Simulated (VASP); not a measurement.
**WS2: single point with LDA**

The system is WS2.

```xyz
6
Lattice="3.2115 0.0000 0.0000 -1.6057 2.7812 0.0000 0.0000 0.0000 12.6238" Properties=species:S:1:pos:R:3 pbc="T T T"
W     1.6057    0.9271    9.4678
W     0.0000    1.8542    3.1559
S     1.6057    0.9271    4.7339
S     0.0000    1.8542   11.0458
S     1.6057    0.9271    1.5780
S     0.0000    1.8542    7.8899
```

| Item | Value |
| --- | --- |
| Program | VASP 6.6.1 |
| Task | single point |
| Functional | LDA |
| Potentials or basis | VASP PAW LDA potentials, release 64 (W_sv, S) |
| Cutoff | 500 eV |
| k mesh | 11 × 11 × 3 |
| Occupations | gaussian, width 0.02 eV |
| Spin | no spin polarisation |
| Dipole correction | no |
| Further INCAR settings | ALGO = Normal; EDIFF = 1e-06; NBANDS = 35 |

```
Pressure               : -9.5 GPa
Largest force          : 0.797 eV/Å
Band gap on the k mesh : 1.00 eV (least direct gap 1.91 eV)
```

Forces in eV/Å, atoms in the order of the input:
```
W    0.000  0.000  0.000
W    0.000  0.000  0.000
S    0.000  0.000 -0.797
S    0.000  0.000 -0.797
S    0.000  0.000  0.797
S    0.000  0.000  0.797
```

Stress tensor (GPa, compression positive):
```
-9.93  0.00  0.00
 0.00 -9.93  0.00
 0.00  0.00 -8.51
```

Levels at points of the mesh, in eV from the valence-band top:
| k point | band 24 | band 25 | band 26 | band 27 | band 28 | band 29 |
| --- | --- | --- | --- | --- | --- | --- |
| (0.00, 0.00, 0.00) | -1.48 | -1.05 | 0.00 | 2.19 | 2.19 | 2.20 |

Run time: 2.2 min on 1 thread of Intel(R) Xeon(R) Platinum 8488C (Sapphire Rapids) (shared host), peak memory 0.24 GiB.

Caveat: the cell stands under tension; spin-orbit coupling is left out, which moves the levels of the heavy elements. A k mesh can miss the band edges.
